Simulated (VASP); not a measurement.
# Al2Cu (I4/mcm) in VASP: further runs

Al2Cu is run at these levels: PBEsol; tasks: single point.

Everything below comes from runs of VASP 6.6.1. Logs are shortened: lines on timing, memory, paths and dates and some standing lists are left out, and cuts for length are marked.

## 1. The cell of the first run

The structure is tetragonal, space group I4/mcm (No. 140). The conventional cell has a = 6.053 Å, b = 6.053 Å, c = 4.924 Å, α = 90.00°, β = 90.00°, γ = 90.00°. Within 3.4 Å of Al (site symmetry m2m) lie 4 Cu at 2.59 Å and 11 Al at 2.73 to 3.22 Å. Within 3.3 Å of Cu (site symmetry 422) lie 2 Cu at 2.46 Å and 8 Al at 2.59 Å.

## 2. Single point, PBEsol

Input file INCAR:

```
PREC = Accurate
ENCUT = 520
EDIFF = 1E-7
ISMEAR = 0
SIGMA = 0.15
LREAL = False
LASPH = True
NELM = 60
ALGO = Fast
ISIF = 2
LWAVE = False
LCHARG = False
GGA = PS
NBANDS = 26
```

Input file KPOINTS:

```
Automatic mesh
0
Gamma
  10 10 10
```

Input file POSCAR:

```
Al2Cu
1.0
   -3.0264500000      3.0264500000      2.4621000000
    3.0264500000     -3.0264500000      2.4621000000
    3.0264500000      3.0264500000     -2.4621000000
Al Cu
4 2
Direct
    0.1593210787      0.6593210787      0.8186421574
    0.6593210787      0.8406789213      0.5000000000
    0.8406789213      0.3406789213      0.1813578426
    0.3406789213      0.1593210787      0.5000000000
    0.7500000000      0.7500000000      0.0000000000
    0.2500000000      0.2500000000      0.0000000000
```

Potentials or basis: VASP PAW PBE potentials, release 64 (Al, Cu).

Run with:

```bash
cat potpaw_PBE.64/Al/POTCAR potpaw_PBE.64/Cu/POTCAR > POTCAR
mpirun -np 1 vasp_std > vasp.out
```

OUTCAR:

```text
PREC = Accurate
   ENCUT = 520
   EDIFF = 1E-7
   ISMEAR = 0
   LREAL = False
   LASPH = True
   NELM = 60
   ISIF = 2
   GGA = PS

 ion  position               nearest neighbor table
   1  0.159  0.659  0.819-   5 2.59   6 2.59   5 2.59   6 2.59   3 2.73   3 2.91   3 2.91   4 3.13
                             2 3.13   2 3.13   4 3.13   4 3.22   2 3.22   2 3.22   4 3.22
   2  0.659  0.841  0.500-   6 2.59   5 2.59   5 2.59   6 2.59   4 2.73   4 2.91   4 2.91   3 3.13
                             1 3.13   1 3.13   3 3.13   1 3.22   3 3.22   1 3.22   3 3.22
   3  0.841  0.341  0.181-   5 2.59   6 2.59   5 2.59   6 2.59   1 2.73   1 2.91   1 2.91   2 3.13
                             4 3.13   4 3.13   2 3.13   4 3.22   2 3.22   4 3.22   2 3.22
   4  0.341  0.159  0.500-   5 2.59   6 2.59   6 2.59   5 2.59   2 2.73   2 2.91   2 2.91   3 3.13
                             1 3.13   1 3.13   3 3.13   1 3.22   3 3.22   3 3.22   1 3.22
   5  0.750  0.750  0.000-   6 2.46   6 2.46   4 2.59   2 2.59   4 2.59   2 2.59   1 2.59   3 2.59
                             3 2.59   1 2.59
   6  0.250  0.250  0.000-   5 2.46   5 2.46   2 2.59   4 2.59   2 2.59   4 2.59   3 2.59   1 2.59
                             1 2.59   3 2.59

  LATTYP: Found a body centered tetragonal cell.
 ALAT       =     6.0529000000
 C/A-ratio  =     0.8135274001

  Lattice vectors:

 A1 = (  -3.0264500000,   3.0264500000,   2.4621000000)
 A2 = (   3.0264500000,  -3.0264500000,   2.4621000000)
 A3 = (   3.0264500000,   3.0264500000,  -2.4621000000)

Analysis of symmetry for initial positions (statically):
=====================================================================
 Subroutine PRICEL returns:
 Original cell was already a primitive cell.

 Routine SETGRP: Setting up the symmetry group for a
 body centered tetragonal supercell.

 Subroutine GETGRP returns: Found 16 space group operations
 (whereof  8 operations were pure point group operations)
 out of a pool of 16 trial point group operations.

The static configuration has the point symmetry C_4h.
 The point group associated with its full space group is D_4h.

Analysis of symmetry for dynamics (positions and initial velocities):
=====================================================================
 Subroutine PRICEL returns:
 Original cell was already a primitive cell.

 Routine SETGRP: Setting up the symmetry group for a
 body centered tetragonal supercell.

 Subroutine GETGRP returns: Found 16 space group operations
 (whereof  8 operations were pure point group operations)
 out of a pool of 16 trial point group operations.

The dynamic configuration has the point symmetry C_4h.
 The point group associated with its full space group is D_4h.

 Subroutine INISYM returns: Found 16 space group operations
 (whereof  8 operations are pure point group operations),
 and found     1 'primitive' translations

----------------------------------------------------------------------------------------

                                     Primitive cell

  volume of cell :      90.2054

  direct lattice vectors                    reciprocal lattice vectors
    -3.026450000  3.026450000  2.462100000     0.000000000  0.165210065  0.203078673
     3.026450000 -3.026450000  2.462100000     0.165210065  0.000000000  0.203078673
     3.026450000  3.026450000 -2.462100000     0.165210065  0.165210065  0.000000000

  length of vectors
     4.937685249  4.937685249  4.937685249     0.261792499  0.261792499  0.233642314

  position of ions in fractional coordinates (direct lattice)
     0.159321079  0.659321079  0.818642157
     0.659321079  0.840678921  0.500000000
     0.840678921  0.340678921  0.181357843
     0.340678921  0.159321079  0.500000000
     0.750000000  0.750000000  0.000000000
     0.250000000  0.250000000  0.000000000

  ion indices of the primitive-cell ions
   primitive index   ion index
                 1           1
                 2           2
                 3           3
                 4           4
                 5           5
                 6           6

----------------------------------------------------------------------------------------

 KPOINTS: Automatic mesh

Automatic generation of k-mesh.
 Grid dimensions read from file:
 generate k-points for:   10   10   10

 Generating k-lattice:

  Cartesian coordinates                     Fractional coordinates (reciprocal lattice)
     0.000000000  0.016521006  0.020307867     0.100000000  0.000000000  0.000000000
     0.016521006  0.000000000  0.020307867     0.000000000  0.100000000  0.000000000
     0.016521006  0.016521006  0.000000000     0.000000000  0.000000000  0.100000000

  Length of vectors
     0.026179250  0.026179250  0.023364231

  Shift w.r.t. Gamma in fractional coordinates (k-lattice)
     0.000000000  0.000000000  0.000000000

 Subroutine IBZKPT returns following result:
 ===========================================

 Found    102 irreducible k-points:

 Following reciprocal coordinates:
            Coordinates               Weight
  0.000000  0.000000  0.000000      1.000000
  0.100000 -0.000000  0.000000      8.000000
  0.200000 -0.000000  0.000000      8.000000
  0.300000 -0.000000  0.000000      8.000000
  0.400000  0.000000  0.000000      8.000000
  0.500000 -0.000000  0.000000      4.000000
[... 16 lines left out ...]
  0.300000  0.300000  0.000000      8.000000
  0.400000  0.300000  0.000000     16.000000
 [... further k-points ...]
   k-points           NKPTS =    102   k-points in BZ     NKDIM =    102   number of bands    NBANDS=     26
   number of dos      NEDOS =    301   number of ions     NIONS =      6
   total plane-waves  NPLWV =  64000
   dimension x,y,z NGX =    40 NGY =   40 NGZ =   40
   dimension x,y,z NGXF=    80 NGYF=   80 NGZF=   80
   ions per type =               4   2
   NGX,Y,Z   is equivalent  to a cutoff of  13.47, 13.47, 13.47 a.u.
   NGXF,Y,Z  is equivalent  to a cutoff of  26.94, 26.94, 26.94 a.u.
 SYSTEM =  unknown system
   PREC   = accura    normal or accurate (medium, high low for compatibility)
   ISTART =      0    job   : 0-new  1-cont  2-samecut
   ICHARG =      2    charge: 1-file 2-atom 10-const
   ISPIN  =      1    spin polarized calculation?
   LNONCOLLINEAR =      F non collinear calculations
   LSORBIT =      F    spin-orbit coupling
   LASPH  =      T    aspherical Exc in radial PAW
   ENCUT  =  520.0 eV  38.22 Ry    6.18 a.u.   9.18  9.18  9.18*2*pi/ulx,y,z
   NELM   =     60;   NELMIN=  2; NELMDL= -5     # of ELM steps
   EDIFF  = 0.1E-06   stopping-criterion for ELM
   LREAL  =      F    real-space projection
   EDIFFG = 0.1E-05   stopping-criterion for IOM
   NSW    =      0    number of steps for IOM
   IBRION =     -1    ionic relax: 0-MD 1-quasi-New 2-CG
   NFREE  =      0    steps in history (QN), initial steepest desc. (CG)
   ISIF   =      2    stress and relaxation
   ISYM   =      2    0-nonsym 1-usesym 2-fastsym
   POTIM  = 0.5000    time-step for ionic-motion
   TEBEG  =    0.0;   TEEND  =   0.0 temperature during run
   PSTRESS=    0.0 pullay stress
   NELECT =      34.0000    total number of electrons
   NUPDOWN=      -1.0000    fix difference up-down
   EMIN   =  10.00;   EMAX   =-10.00  energy-range for DOS
   EFERMI =   0.00;   METHOD = LEGACY
   ISMEAR =     0;   SIGMA  =   0.15  broadening in eV -4-tet -1-fermi 0-gaus
   EFERMI_NEDOS =   21; number of points for ismear=-14 and -15
   IALGO  =     68    algorithm
   IMIX   =      4    mixing-type and parameters
     AMIX     =   0.40;   BMIX     =  1.00
     AMIX_MAG =   1.60;   BMIX_MAG =  1.00
  volume/ion in A,a.u.               =      15.03       101.46
  Fermi-wavevector in a.u.,A,eV,Ry     =   1.182561  2.234716 19.027076  1.398451
  Thomas-Fermi vector in A             =   2.318813
   LORBIT       =      0    0 simple, 1 ext, 2 COOP (PROOUT), +10 PAW based schemes
   GGA     = PS    functional components
   LHFCALC =     F    Hartree Fock is set to
   AEXX    =    0.0000 exact exchange contribution
   IVDW    =     0    specifies the selected vdW correction
   LEPSILON=     F    determine dielectric tensor
   LRPA    =     F    only Hartree local field effects (RPA)
 non-spin polarized calculation
 RMM-DIIS sequential band-by-band and
 Gauss-broadening in eV      SIGMA  =   0.15
  energy-cutoff  :      520.00
  volume of cell :       90.21
 maximum number of plane-waves:      2450
 NGX is ok and might be reduce to    40
   NGX = 19   NGY = 19   NGZ = 19

 number of electron      33.9999974 magnetization

 Free energy of the ion-electron system (eV)
  ---------------------------------------------------
  ext. energy  EPLUGINS =         0.00000000
  ---------------------------------------------------
  free energy    TOTEN  =       -25.98286903 eV

  energy without entropy =      -25.96170102  energy(sigma->0) =      -25.97228503

 E-fermi :   7.7581     XC(G=0): -10.9104

 val. band max:        7.7475537031   @ k =   0.3000   0.1000   0.1000
 cond. band min:       7.8146292409   @ k =  -0.3000  -0.3000   0.2000
 fundamental gap:      0.0670755377
 Fermi energy:         7.7581016833

 k-point     1 :       0.0000    0.0000    0.0000
  band No.  band energies     occupation
      1      -2.8973      2.00000
      2       2.5231      2.00000
      3       2.7134      2.00000
      4       2.7134      2.00000
      5       2.7695      2.00000
      6       3.6264      2.00000
[... 18 lines left out ...]
     25      13.1034      0.00000
     26      13.6783      0.00000

 k-point     2 :       0.1000   -0.0000    0.0000
  band No.  band energies     occupation
      1      -2.7940      2.00000
      2       2.5129      2.00000
      3       2.6869      2.00000
      4       2.7076      2.00000
      5       2.7902      2.00000
      6       3.6098      2.00000
[... 18 lines left out ...]
     25      13.2151      0.00000
     26      13.9076      0.00000

 k-point     3 :       0.2000   -0.0000    0.0000
  band No.  band energies     occupation
      1      -2.4852      2.00000
      2       2.4811      2.00000
      3       2.4906      2.00000
      4       2.6882      2.00000
      5       2.8435      2.00000
      6       3.5323      2.00000
[... 18 lines left out ...]
     25      13.5527      0.00000
     26      14.0782      0.00000

 k-point     4 :       0.3000   -0.0000    0.0000
  band No.  band energies     occupation
      1      -1.9745      2.00000
      2       1.7281      2.00000
      3       2.4753      2.00000
      4       2.6512      2.00000
      5       2.9026      2.00000
      6       3.4197      2.00000
[... 18 lines left out ...]
     25      14.1710      0.00000
     26      14.4093      0.00000

 k-point     5 :       0.4000    0.0000    0.0000
  band No.  band energies     occupation
      1      -1.2691      2.00000
      2       0.6513      2.00000
      3       2.4879      2.00000
      4       2.5955      2.00000
      5       2.9532      2.00000
      6       3.2189      2.00000
[... 18 lines left out ...]
     25      13.7814      0.00000
     26      14.4563      0.00000

 k-point     6 :       0.5000   -0.0000    0.0000
  band No.  band energies     occupation
      1      -0.3829      2.00000
      2      -0.3829      2.00000
      3       2.5332      2.00000
      4       2.5332      2.00000
      5       3.0452      2.00000
      6       3.0452      2.00000
[... 427 lines left out ...]
 k-point    21 :      -0.3000    0.2000   -0.0000
  band No.  band energies     occupation
      1      -2.3051      2.00000
      2       1.4465      2.00000
      3       2.5481      2.00000
      4       2.8015      2.00000
      5       2.8357      2.00000
      6       3.4115      2.00000
[... 18 lines left out ...]
     25      11.9316      0.00000
     26      15.8975      0.00000

 k-point    22 :      -0.2000    0.2000    0.0000
  band No.  band energies     occupation
      1      -2.5702      2.00000
      2       1.8217      2.00000
      3       2.6398      2.00000
      4       2.7605      2.00000
      5       2.8142      2.00000
      6       3.4874      2.00000
[... 18 lines left out ...]
     25      11.2674      0.00000
     26      16.2766      0.00000

 k-point    23 :       0.3000    0.3000    0.0000
  band No.  band energies     occupation
      1      -0.0131      2.00000
      2       0.3108      2.00000
      3       0.3857      2.00000
      4       2.4659      2.00000
      5       3.2687      2.00000
      6       3.2862      2.00000
[... 18 lines left out ...]
     25      13.7635      0.00000
     26      14.6861      0.00000

 k-point    24 :       0.4000    0.3000    0.0000
  band No.  band energies     occupation
      1      -0.5543      2.00000
      2       0.2204      2.00000
      3       0.9627      2.00000
      4       2.5646      2.00000
      5       3.1070      2.00000
      6       3.2601      2.00000
[... 18 lines left out ...]
     25      14.7660      0.00000
     26      14.8398      0.00000

 [... further k-points ...]

------------------------ aborting loop because EDIFF is reached ----------------------------------------

  FORCE on cell =-STRESS in cart. coord.  units (eV):
  Direction    XX          YY          ZZ          XY          YZ          ZX
  --------------------------------------------------------------------------------------
  -------------------------------------------------------------------------------------
  Total       -1.7812824     -1.7812824     -2.5163590      0.0000000      0.0000000      0.0000000
  in kB      -31.6381195    -31.6381195    -44.6941304      0.0000000      0.0000000      0.0000000
  external PRESSURE =     -35.9901231 kB  Pullay stress =       0.0000000 kB

 VOLUME and BASIS-vectors are now :
 -----------------------------------------------------------------------------
  energy-cutoff  :      520.00
  volume of cell :       90.21
      direct lattice vectors                 reciprocal lattice vectors
    -3.026450000  3.026450000  2.462100000     0.000000000  0.165210065  0.203078673
     3.026450000 -3.026450000  2.462100000     0.165210065  0.000000000  0.203078673
     3.026450000  3.026450000 -2.462100000     0.165210065  0.165210065  0.000000000

 POSITION                                       TOTAL-FORCE (eV/Angst)
 -----------------------------------------------------------------------------------
      3.99080      0.96435      0.00000         0.033622      0.033622     -0.000000
      2.06210      0.96435      2.46210        -0.033622      0.033622     -0.000000
     -0.96435      2.06210      2.46210        -0.033622     -0.033622      0.000000
      0.96435      2.06210      0.00000         0.033622     -0.033622      0.000000
      0.00000      0.00000      3.69315        -0.000000     -0.000000      0.000000
      0.00000      0.00000      1.23105        -0.000000      0.000000      0.000000
 -----------------------------------------------------------------------------------
    total drift:                               -0.000000     -0.000000      0.000000

  FREE ENERGIE OF THE ION-ELECTRON SYSTEM (eV)
  ---------------------------------------------------
  free  energy   TOTEN  =       -25.9828690318 eV

  energy  without entropy=      -25.9617010247  energy(sigma->0) =      -25.97228503
```

It took 11 min on 1 thread of Intel Xeon 8259CL, shared host; peak memory 0.38 GiB.

Results:

| Item | Value |
| --- | --- |
| Free energy | -25.9829 eV |
| Pressure | -3.6 GPa |
| Largest force | 0.048 eV/Å |
| Band gap on the k mesh | zero (bands 17 and 18 overlap by 4.21 eV) |

Forces in eV/Å, atoms in the order of the input:
```
Al   0.034  0.034  0.000
Al  -0.034  0.034  0.000
Al  -0.034 -0.034  0.000
Al   0.034 -0.034  0.000
Cu   0.000  0.000  0.000
Cu   0.000  0.000  0.000
```

Levels at points of the mesh, in eV from the Fermi level:
| k point | band 14 | band 15 | band 16 | band 17 | band 18 | band 19 | band 20 | band 21 |
| --- | --- | --- | --- | --- | --- | --- | --- | --- |
| (0.00, 0.00, 0.00) | -1.85 | -1.40 | -1.19 | -1.19 | -0.79 | -0.37 | 0.13 | 1.37 |
| (0.50, 0.00, 0.00) | -3.02 | -2.56 | -2.56 | 0.28 | 0.28 | 4.08 | 4.08 | 4.28 |
| (0.50, 0.50, 0.00) | -2.76 | -1.35 | -1.22 | -0.95 | -0.72 | 0.86 | 1.30 | 4.68 |
| (0.50, 0.50, 0.50) | -3.20 | -3.20 | -1.83 | 2.54 | 2.96 | 2.96 | 3.34 | 3.95 |

Caveat: the cell stands under tension; the PAW data sets were made with another functional, which shifts forces and pressure a little.

## 3. Single point, PBEsol

Input file INCAR:

```
SYSTEM = Al2Cu
PREC = Accurate
ENCUT = 520
EDIFF = 1E-6
ISMEAR = 0
SIGMA = 0.15
LREAL = .FALSE.
LASPH = .TRUE.
NELM = 100
ALGO = Fast
ISIF = 2
LWAVE = .FALSE.
LCHARG = .FALSE.
GGA = PS
NBANDS = 26
```

Input file KPOINTS:

```
regular mesh
0
G
  10 10 10
  0 0 0
```

Changes to POSCAR since step 2:

```diff
@@ -2,5 +2,5 @@
 1.0
-   -3.0264500000      3.0264500000      2.4621000000
-    3.0264500000     -3.0264500000      2.4621000000
-    3.0264500000      3.0264500000     -2.4621000000
+   -2.9965086402      2.9965086402      2.5103500000
+    2.9965086402     -2.9965086402      2.5103500000
+    2.9965086402      2.9965086402     -2.5103500000
 Al Cu
```

Potentials or basis: VASP PAW PBE potentials, release 64 (Al, Cu).

Run with:

```bash
cat potpaw_PBE.64/Al/POTCAR potpaw_PBE.64/Cu/POTCAR > POTCAR
mpirun -np 1 vasp_std > vasp.out
```

It took 9.9 min on 1 thread of Intel Xeon 8259CL, shared host; peak memory 0.38 GiB.

It converged, with:

| Property | Result |
| --- | --- |
| Free energy | -25.9516 eV |
| Pressure | -3.6 GPa |
| Largest force | 0.126 eV/Å |
| Band gap on the k mesh | zero (bands 17 and 18 overlap by 3.94 eV) |

Forces on the atoms (eV/Å):
```
Al   0.089  0.089  0.000
Al  -0.089  0.089  0.000
Al  -0.089 -0.089  0.000
Al   0.089 -0.089  0.000
Cu   0.000  0.000  0.000
Cu   0.000  0.000  0.000
```

Stress tensor (GPa, compression positive):
```
-2.09  0.00  0.00
 0.00 -2.09  0.00
 0.00  0.00 -6.65
```

Levels at points of the mesh, in eV from the Fermi level:
```
           k point  band 13  band 14  band 15  band 16  band 17  band 18  band 19  band 20  band 21  band 22
(0.00, 0.00, 0.00)    -2.68    -1.69    -1.56    -1.25    -1.25    -0.89    -0.32     0.13     1.22     1.22
(0.50, 0.00, 0.00)    -2.99    -2.99    -2.53    -2.53     0.38     0.38     3.84     3.84     4.34     4.34
(0.50, 0.50, 0.00)    -3.09    -2.86    -1.32    -1.18    -0.87    -0.81     1.06     1.53     4.74     4.76
(0.50, 0.50, 0.50)    -3.27    -3.27    -3.22    -1.94     2.42     2.95     2.95     3.44     3.83     4.49
```

Caveat: the cell stands under tension; the PAW data sets were made with another functional, which shifts forces and pressure a little.
